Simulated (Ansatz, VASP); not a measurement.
# HgC2S2N2: VASP beside Ansatz

```
CELL_PARAMETERS angstrom
5.44166 -2.00284 -0.02916
5.44166 2.00284 -0.02916
-0.62670 0.00000 6.41376
ATOMIC_POSITIONS crystal
Hg 0.00000 0.00000 0.00000
C 0.26706 0.26706 0.22343
C 0.73294 0.73294 0.77657
S 0.13375 0.13375 0.32641
S 0.86625 0.86625 0.67359
N 0.36380 0.36380 0.15679
N 0.63620 0.63620 0.84321
```

Alike in both runs: functional PBE; dispersion D3(BJ); k mesh 6 × 6 × 4; occupations gaussian, width 0.02 eV; no spin polarisation.

Ansatz relaxed the structure, and its values are those at the end. VASP's run is a single point on that final structure, the one shown.

|  | VASP | Ansatz |
| --- | --- | --- |
| version | VASP 6.6.1 | Ansatz 0.2.0 |
| potentials or method | VASP PAW PBE potentials, release 64 (Hg, C, S, N), cutoff 520 eV | scalar-relativistic, plane waves, PAW |
| valence electrons in the cell | 42 | 50 |

Ansatz gave:

| Property | Result |
| --- | --- |
| gap on the k mesh at the Fermi level (eV) | 2.18 |
| least direct gap on the mesh (eV) | 2.33 |
| pressure (GPa) | 0.0 |
| rms of the force components (eV/Å) | 0.002 |

**Question.** Estimate VASP's values.

**Answer.** gap on the k mesh at the Fermi level (eV): 2.20; least direct gap on the mesh (eV): 2.35; pressure (GPa): 0.1; rms of the force components (eV/Å): 0.187.

One of these differences is far larger than is usual between the two programs; its cause wasn't traced. VASP's potentials hold 42 valence electrons a cell and Ansatz's 50, so a difference there can come from the potentials and not from the codes.

Neither program's run includes spin-orbit coupling. Noted on VASP's run: the standard files for N, O and F lose accuracy on very short bonds.
